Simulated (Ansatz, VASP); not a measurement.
## InAs in VASP and in Ansatz

POSCAR

```
InAs
1.0
    0.0000000000      2.9337360524      2.9337360524
    2.9337360524      0.0000000000      2.9337360524
    2.9337360524      2.9337360524      0.0000000000
In As
1 1
Direct
    0.5000000000      0.5000000000      0.5000000000
    0.0000000000      0.0000000000      0.0000000000
```

File INCAR.step1:

```
SYSTEM = InAs
PREC = Accurate
ENCUT = 520
EDIFF = 1E-5
ISMEAR = -1
SIGMA = 0.05
LREAL = .FALSE.
LASPH = .TRUE.
NELM = 60
ALGO = Normal
ISIF = 2
LWAVE = .TRUE.
GGA = PE
NBANDS = 16
```

INCAR.step2

```
SYSTEM = InAs
PREC = Accurate
ENCUT = 520
EDIFF = 1E-7
ISMEAR = -1
SIGMA = 0.05
LREAL = .FALSE.
LASPH = .TRUE.
NELM = 60
ALGO = Normal
ISIF = 2
LWAVE = .FALSE.
LCHARG = .TRUE.
GGA = PE
LHFCALC = .TRUE.
HFSCREEN = 0.2079
PRECFOCK = Normal
LELF = .TRUE.
LVHAR = .TRUE.
ISTART = 1
NBANDS = 16
```

File KPOINTS:

```
regular mesh
0
G
  6 6 6
  0 0 0
```

Contents of input:

```
crystal:
  lattice:
    - [0.0, 2.9337360524, 2.9337360524]
    - [2.9337360524, 0.0, 2.9337360524]
    - [2.9337360524, 2.9337360524, 0.0]
  atoms:
    - { symbol: In, position: [0.5, 0.5, 0.5] }
    - { symbol: As, position: [0.0, 0.0, 0.0] }
hamiltonian:
  xc: hse06
  pseudopotentials: { kind: paw }
kpoints:
  mp_grid: { grid: [6, 6, 6] }
scf:
  occupations: { method: fermi_dirac, width: 0.05 }
output:
  forces: true
  stress: true
  eigenvalues: true
  write_density: true
  write_potential: true
  elf: true
  volumetric_format: npy
```

Alike in both runs: task single point; functional HSE06; k mesh 6 × 6 × 6; occupations fermi-dirac, width 0.05 eV; no spin polarisation.

```csv
,VASP,Ansatz
version,VASP 6.6.1,Ansatz 0.2.0
potentials or method,"VASP PAW PBE potentials, release 64 (In_d, As)",Ansatz PAW
plane-wave cutoff (eV),520,420
valence electrons in the cell,18,28
```

VASP gave:

| Quantity | Value |
| --- | --- |
| gap on the k mesh at the Fermi level (eV) | none |
| pressure (GPa) | -5.5 |

**Question.** Which values does Ansatz return?

**Answer.** gap on the k mesh at the Fermi level (eV): none; pressure (GPa): -5.4.

A gap of «none» marks a metal or a gap that the smearing closes. VASP's potentials hold 18 valence electrons a cell and Ansatz's 28, so a difference there can come from the potentials and not from the codes.
